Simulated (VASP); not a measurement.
# I (Cmce) in VASP: density of states with PBEsol

Aim: the density of states of I with PBEsol.

All numbers are computed with VASP 6.6.1; they aren't measurements. Logs are shortened: lines on timing, memory, paths and dates and some standing lists are left out, and cuts for length are marked.

### Step 1. The cell of the first run

Symmetry: Cmce, No. 64, orthorhombic system. Conventional cell: a = 7.515 Å, b = 4.385 Å, c = 9.639 Å, α = 90.00°, β = 90.00°, γ = 90.00°. Within 3.7 Å of I (site symmetry m) lie 3 I at 2.81 to 3.29 Å.

### Step 2. Density of states, PBEsol

POSCAR

```
I
1.0
    3.7575028171     -2.1924100358      0.0000000000
    3.7575028171      2.1924100358      0.0000000000
    0.0000000000      0.0000000000      9.6389697422
I
4
Direct
    0.8268617217      0.1731382783      0.8772354788
    0.3268617217      0.6731382783      0.6227645212
    0.1731382783      0.8268617217      0.1227645212
    0.6731382783      0.3268617217      0.3772354788
```

INCAR.step1

```
PREC     = Accurate       # precision mode
ENCUT    = 520            # plane-wave cutoff, eV
EDIFF    = 1E-6           # SCF threshold, eV
ISMEAR   = 0              # smearing method
SIGMA    = 0.02           # smearing width, eV
LREAL    = F              # projectors in reciprocal space
LASPH    = T              # aspherical terms in the spheres
NELM     = 60             # most SCF steps
ALGO     = Normal         # electronic algorithm
ISIF     = 2              # what is computed and relaxed
LWAVE    = F              # write WAVECAR
LCHARG   = T              # write CHGCAR
GGA      = PS             # functional
NBANDS   = 22             # bands
```

KPOINTS.step1

```
Automatic mesh
0
Gamma
  8 8 4
```

INCAR.step2

```
PREC     = Accurate       # precision mode
ENCUT    = 520            # plane-wave cutoff, eV
EDIFF    = 1E-6           # SCF threshold, eV
ISMEAR   = -5             # smearing method
SIGMA    = 0.02           # smearing width, eV
LREAL    = F              # projectors in reciprocal space
LASPH    = T              # aspherical terms in the spheres
NELM     = 60             # most SCF steps
ALGO     = Normal         # electronic algorithm
ISIF     = 2              # what is computed and relaxed
LWAVE    = F              # write WAVECAR
LCHARG   = F              # write CHGCAR
GGA      = PS             # functional
LORBIT   = 10             # projections on sites
NEDOS    = 2001           # points of the DOS
ICHARG   = 11             # starting density
```

KPOINTS.step2

```
Automatic mesh
0
Gamma
  12 12 6
```

Potentials or basis: VASP PAW PBE potentials, release 64 (I).

On the command line:

```console
$ cat potpaw_PBE.64/I/POTCAR > POTCAR
$ cp INCAR.step1 INCAR
$ cp KPOINTS.step1 KPOINTS
$ mpirun -np 1 vasp_std > vasp.out
$ cp INCAR.step2 INCAR
$ cp KPOINTS.step2 KPOINTS
$ mpirun -np 1 vasp_std > vasp.out
```

OUTCAR:

```text
PREC = Accurate
   ENCUT = 520
   EDIFF = 1E-6
   ISMEAR = -5
   LREAL = F
   LASPH = T
   NELM = 60
   ISIF = 2
   GGA = PS
   LORBIT = 10
   ICHARG = 11

 ion  position               nearest neighbor table
   1  0.827  0.173  0.877-   3 2.81   2 3.29   2 3.29
   2  0.327  0.673  0.623-   4 2.81   1 3.29   1 3.29
   3  0.173  0.827  0.123-   1 2.81   4 3.29   4 3.29
   4  0.673  0.327  0.377-   2 2.81   3 3.29   3 3.29

  LATTYP: Found a base centered orthorhombic cell.
 ALAT       =     4.3848200716
 B/A-ratio  =     1.7138686449
 C/A-ratio  =     2.1982588988

  Lattice vectors:

 A1 = (  -3.7575028171,  -2.1924100358,   0.0000000000)
 A2 = (   3.7575028171,  -2.1924100358,   0.0000000000)
 A3 = (   0.0000000000,   0.0000000000,   9.6389697422)

Analysis of symmetry for initial positions (statically):
=====================================================================
 Subroutine PRICEL returns:
 Original cell was already a primitive cell.

 Routine SETGRP: Setting up the symmetry group for a
 base centered orthorhombic supercell.

 Subroutine GETGRP returns: Found  8 space group operations
 (whereof  4 operations were pure point group operations)
 out of a pool of  8 trial point group operations.

The static configuration has the point symmetry C_2h.
 The point group associated with its full space group is D_2h.

Analysis of symmetry for dynamics (positions and initial velocities):
=====================================================================
 Subroutine PRICEL returns:
 Original cell was already a primitive cell.

 Routine SETGRP: Setting up the symmetry group for a
 base centered orthorhombic supercell.

 Subroutine GETGRP returns: Found  8 space group operations
 (whereof  4 operations were pure point group operations)
 out of a pool of  8 trial point group operations.

The dynamic configuration has the point symmetry C_2h.
 The point group associated with its full space group is D_2h.

 Subroutine INISYM returns: Found  8 space group operations
 (whereof  4 operations are pure point group operations),
 and found     1 'primitive' translations

----------------------------------------------------------------------------------------

                                     Primitive cell

  volume of cell :     158.8114

  direct lattice vectors                    reciprocal lattice vectors
     3.757502817 -2.192410036  0.000000000     0.133067099 -0.228059529  0.000000000
     3.757502817  2.192410036  0.000000000     0.133067099  0.228059529  0.000000000
     0.000000000  0.000000000  9.638969742     0.000000000  0.000000000  0.103745527

  length of vectors
     4.350343571  4.350343571  9.638969742     0.264041666  0.264041666  0.103745527

  position of ions in fractional coordinates (direct lattice)
     0.826861722  0.173138278  0.877235479
     0.326861722  0.673138278  0.622764521
     0.173138278  0.826861722  0.122764521
     0.673138278  0.326861722  0.377235479

  ion indices of the primitive-cell ions
   primitive index   ion index
                 1           1
                 2           2
                 3           3
                 4           4

----------------------------------------------------------------------------------------

 KPOINTS: Automatic mesh

Automatic generation of k-mesh.
 Grid dimensions read from file:
 generate k-points for:   12   12    6

 Generating k-lattice:

  Cartesian coordinates                     Fractional coordinates (reciprocal lattice)
     0.011088925 -0.019004961  0.000000000     0.083333333  0.000000000  0.000000000
     0.011088925  0.019004961  0.000000000     0.000000000  0.083333333  0.000000000
     0.000000000  0.000000000  0.017290921     0.000000000  0.000000000  0.166666667

  Length of vectors
     0.022003472  0.022003472  0.017290921

  Shift w.r.t. Gamma in fractional coordinates (k-lattice)
     0.000000000  0.000000000  0.000000000

 TETIRR: Found   1296 inequivalent tetrahedra from     5184

 Subroutine IBZKPT returns following result:
 ===========================================

 Found    172 irreducible k-points:

 Following reciprocal coordinates:
            Coordinates               Weight
  0.000000  0.000000  0.000000      1.000000
  0.083333  0.000000  0.000000      4.000000
  0.166667  0.000000  0.000000      4.000000
  0.250000  0.000000  0.000000      4.000000
  0.333333 -0.000000  0.000000      4.000000
  0.416667  0.000000  0.000000      4.000000
[... 16 lines left out ...]
  0.500000  0.166667  0.000000      4.000000
 -0.416667  0.166667  0.000000      4.000000
 [... further k-points ...]
   k-points           NKPTS =    172   k-points in BZ     NKDIM =    172   number of bands    NBANDS=     18
   number of dos      NEDOS =   2001   number of ions     NIONS =      4
   total plane-waves  NPLWV =  73728
   dimension x,y,z NGX =    32 NGY =   32 NGZ =   72
   dimension x,y,z NGXF=    64 NGYF=   64 NGZF=  144
   ions per type =               4
   NGX,Y,Z   is equivalent  to a cutoff of  12.23, 12.23, 12.42 a.u.
   NGXF,Y,Z  is equivalent  to a cutoff of  24.46, 24.46, 24.84 a.u.
 SYSTEM =  unknown system
   PREC   = accura    normal or accurate (medium, high low for compatibility)
   ISTART =      0    job   : 0-new  1-cont  2-samecut
   ICHARG =     11    charge: 1-file 2-atom 10-const
   ISPIN  =      1    spin polarized calculation?
   LNONCOLLINEAR =      F non collinear calculations
   LSORBIT =      F    spin-orbit coupling
   LASPH  =      T    aspherical Exc in radial PAW
   ENCUT  =  520.0 eV  38.22 Ry    6.18 a.u.   8.09  8.09 17.92*2*pi/ulx,y,z
   NELM   =     60;   NELMIN=  2; NELMDL=  0     # of ELM steps
   EDIFF  = 0.1E-05   stopping-criterion for ELM
   LREAL  =      F    real-space projection
   EDIFFG = 0.1E-04   stopping-criterion for IOM
   NSW    =      0    number of steps for IOM
   IBRION =     -1    ionic relax: 0-MD 1-quasi-New 2-CG
   NFREE  =      0    steps in history (QN), initial steepest desc. (CG)
   ISIF   =      2    stress and relaxation
   ISYM   =      2    0-nonsym 1-usesym 2-fastsym
   POTIM  = 0.5000    time-step for ionic-motion
   TEBEG  =    0.0;   TEEND  =   0.0 temperature during run
   PSTRESS=    0.0 pullay stress
   NELECT =      28.0000    total number of electrons
   NUPDOWN=      -1.0000    fix difference up-down
   EMIN   =  10.00;   EMAX   =-10.00  energy-range for DOS
   EFERMI =   0.00;   METHOD = LEGACY
   ISMEAR =    -5;   SIGMA  =   0.02  broadening in eV -4-tet -1-fermi 0-gaus
   EFERMI_NEDOS =   21; number of points for ismear=-14 and -15
   IALGO  =     38    algorithm
   IMIX   =      4    mixing-type and parameters
     AMIX     =   0.40;   BMIX     =  1.00
     AMIX_MAG =   1.60;   BMIX_MAG =  1.00
  volume/ion in A,a.u.               =      39.70       267.93
  Fermi-wavevector in a.u.,A,eV,Ry     =   0.917981  1.734732 11.465477  0.842689
  Thomas-Fermi vector in A             =   2.043011
   LORBIT       =     10    0 simple, 1 ext, 2 COOP (PROOUT), +10 PAW based schemes
   GGA     = PS    functional components
   LHFCALC =     F    Hartree Fock is set to
   AEXX    =    0.0000 exact exchange contribution
   IVDW    =     0    specifies the selected vdW correction
   LEPSILON=     F    determine dielectric tensor
   LRPA    =     F    only Hartree local field effects (RPA)
 non-spin polarized calculation
 Fermi weights with tetrahedron method with Bloechl corrections
  energy-cutoff  :      520.00
  volume of cell :      158.81
 maximum number of plane-waves:      4308

 number of electron      27.9999995 magnetization

 Free energy of the ion-electron system (eV)
  ---------------------------------------------------
  ext. energy  EPLUGINS =         0.00000000
  ---------------------------------------------------
  free energy    TOTEN  =        -7.02254033 eV

  energy without entropy =       -7.02254033  energy(sigma->0) =       -7.02254033

 E-fermi :   3.2577     XC(G=0):  -8.5265

 val. band max:        3.2553250622   @ k =   0.0000   0.0000   0.0000
 cond. band min:       4.0864503022   @ k =   0.5000   0.4167   0.0000
 fundamental gap:      0.8311252400
 Fermi energy:         3.2577212817

 k-point     1 :       0.0000    0.0000    0.0000
  band No.  band energies     occupation
      1     -10.5707      2.00000
      2      -9.7059      2.00000
      3      -9.0249      2.00000
      4      -7.4878      2.00000
      5      -1.5707      2.00000
      6       0.1584      2.00000
[... 10 lines left out ...]
     17       7.8191      0.00000
     18       8.0954      0.00000

 k-point     2 :       0.0833    0.0000    0.0000
  band No.  band energies     occupation
      1     -10.5363      2.00000
      2      -9.6916      2.00000
      3      -8.9994      2.00000
      4      -7.5193      2.00000
      5      -1.5537      2.00000
      6       0.0747      2.00000
[... 10 lines left out ...]
     17       8.0126      0.00000
     18       8.2701      0.00000

 k-point     3 :       0.1667    0.0000    0.0000
  band No.  band energies     occupation
      1     -10.4363      2.00000
      2      -9.6543      2.00000
      3      -8.9257      2.00000
      4      -7.6125      2.00000
      5      -1.5247      2.00000
      6      -0.2530      2.00000
[... 10 lines left out ...]
     17       8.5504      0.00000
     18       8.6800      0.00000

 k-point     4 :       0.2500    0.0000    0.0000
  band No.  band energies     occupation
      1     -10.2809      2.00000
      2      -9.6108      2.00000
      3      -8.8126      2.00000
      4      -7.7605      2.00000
      5      -1.5465      2.00000
      6      -0.7697      2.00000
[... 375 lines left out ...]
      4      -7.7637      2.00000
      5      -1.5021      2.00000
      6      -0.9007      2.00000
[... 10 lines left out ...]
     17       9.2022      0.00000
     18       9.2216      0.00000

 k-point    23 :       0.5000    0.1667    0.0000
  band No.  band energies     occupation
      1      -9.9784      2.00000
      2      -9.5465      2.00000
      3      -8.5797      2.00000
      4      -7.9706      2.00000
      5      -1.6332      2.00000
      6      -1.3435      2.00000
[... 10 lines left out ...]
     17       8.9953      0.00000
     18       9.0256      0.00000

 k-point    24 :      -0.4167    0.1667    0.0000
  band No.  band energies     occupation
      1      -9.8114      2.00000
      2      -9.6192      2.00000
      3      -8.4411      2.00000
      4      -8.1864      2.00000
      5      -1.7246      2.00000
      6      -1.6359      2.00000
[... 10 lines left out ...]
     17       8.9164      0.00000
     18       8.9565      0.00000

 [... further k-points ...]
[... 5 lines left out ...]
  --------------------------------------------------------------------------------------
  -------------------------------------------------------------------------------------
  Total       -0.0019230     -0.0059151      0.0057813      0.0000000      0.0000000      0.0000000
  in kB       -0.0193999     -0.0596750      0.0583249      0.0000000      0.0000000      0.0000000
  external PRESSURE =      -0.0069166 kB  Pullay stress =       0.0000000 kB

 VOLUME and BASIS-vectors are now :
 -----------------------------------------------------------------------------
  energy-cutoff  :      520.00
  volume of cell :      158.81
      direct lattice vectors                 reciprocal lattice vectors
     3.757502817 -2.192410036  0.000000000     0.133067099 -0.228059529  0.000000000
     3.757502817  2.192410036  0.000000000     0.133067099  0.228059529  0.000000000
     0.000000000  0.000000000  9.638969742     0.000000000  0.000000000  0.103745527

 POSITION                                       TOTAL-FORCE (eV/Angst)
 -----------------------------------------------------------------------------------
      3.75750     -1.43323      8.45565         0.000000     -0.005781      0.004716
      3.75750      0.75918      6.00281         0.000000     -0.005781     -0.004716
      3.75750      1.43323      1.18332         0.000000      0.005781     -0.004716
      3.75750     -0.75918      3.63616         0.000000      0.005781      0.004716
 -----------------------------------------------------------------------------------
    total drift:                               -0.000000     -0.000000     -0.000000

  FREE ENERGIE OF THE ION-ELECTRON SYSTEM (eV)
  ---------------------------------------------------
  free  energy   TOTEN  =        -7.0225403297 eV

  energy  without entropy=       -7.0225403297  energy(sigma->0) =       -7.02254033

 total charge

# of ion       s       p       d       tot
------------------------------------------
    1        1.544   2.618   0.033   4.194
    2        1.544   2.618   0.033   4.194
    3        1.544   2.618   0.033   4.194
    4        1.544   2.618   0.033   4.194
--------------------------------------------------
tot          6.175  10.470   0.131  16.776
```

Run time: 10 min. Hardware: 1 thread of Oxide Virtual Turin-like, shared host; peak memory 0.47 GiB.

Results:

```yaml
Valence_electrons_inside_the_program's_atomic_spheres: I 4.19
```

Levels at points of the mesh, in eV from the valence-band top:
```csv
k point,band 12,band 13,band 14,band 15,band 16,band 17
"(0.00, 0.00, 0.00)",-0.88,-0.54,0.00,1.08,1.95,4.56
"(0.50, 0.00, 0.00)",-1.73,-0.94,-0.94,2.22,2.22,4.93
"(0.50, 0.50, 0.00)",-1.65,-1.11,-0.52,0.91,1.68,4.42
"(0.00, 0.00, 0.50)",-0.79,-0.20,-0.20,1.18,1.18,5.29
"(0.50, 0.00, 0.50)",-1.10,-0.02,-0.02,1.15,1.15,5.40
"(0.50, 0.50, 0.50)",-1.32,-1.10,-1.10,0.99,0.99,5.43
```

Caveat: the PAW data sets were made with another functional, which shifts forces and pressure a little; spin-orbit coupling is left out, which moves the levels of the heavy elements.
